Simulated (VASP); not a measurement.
Here is a VASP 6.6.1 calculation.

Contents of POSCAR:

```
Ge
1.0
    0.0000000000      2.0533280000      2.0533280000
    2.0533280000      0.0000000000      2.0533280000
    2.0533280000      2.0533280000      0.0000000000
Ge
1
Direct
    0.0000000000      0.0000000000      0.0000000000
```

File INCAR.step1:

```
SYSTEM = Ge
ALGO = Normal ; EDIFF = 1E-4
ENCUT = 520 ; GGA = PE
ISMEAR = -1 ; LASPH = .True.
LCHARG = .False. ; LREAL = .False.
LWAVE = .True. ; NBANDS = 13
NELM = 80 ; PREC = Accurate
SIGMA = 0.1
```

File INCAR.step2:

```
SYSTEM = Ge
ALGO = Normal ; EDIFF = 1E-6
ENCUT = 520 ; ISIF = 2
ISMEAR = -1 ; ISTART = 1
LASPH = .True. ; LCHARG = .False.
LMIXTAU = .True. ; LREAL = .False.
LWAVE = .False. ; METAGGA = R2SCAN
NBANDS = 13 ; NELM = 80
PREC = Accurate ; SIGMA = 0.1
```

The input KPOINTS:

```
k-points
0
Gamma
  14 14 14
  0 0 0
```

Potentials or basis: VASP PAW PBE potentials, release 64 (Ge_d).

Launch:

```console
$ cat potpaw_PBE.64/Ge_d/POTCAR > POTCAR
$ cp INCAR.step1 INCAR
$ mpirun -np 1 vasp_std > vasp.out
$ cp INCAR.step2 INCAR
$ mpirun -np 1 vasp_std > vasp.out
```

Estimate the pressure.

7.5 GPa.

What does it give for the band gap on the k mesh?

Zero (band 7 reaches 18.10 eV, above the bottom of band 8 at 5.00 eV).

Caveat: the PAW data sets were made with another functional, which shifts forces and pressure a little.
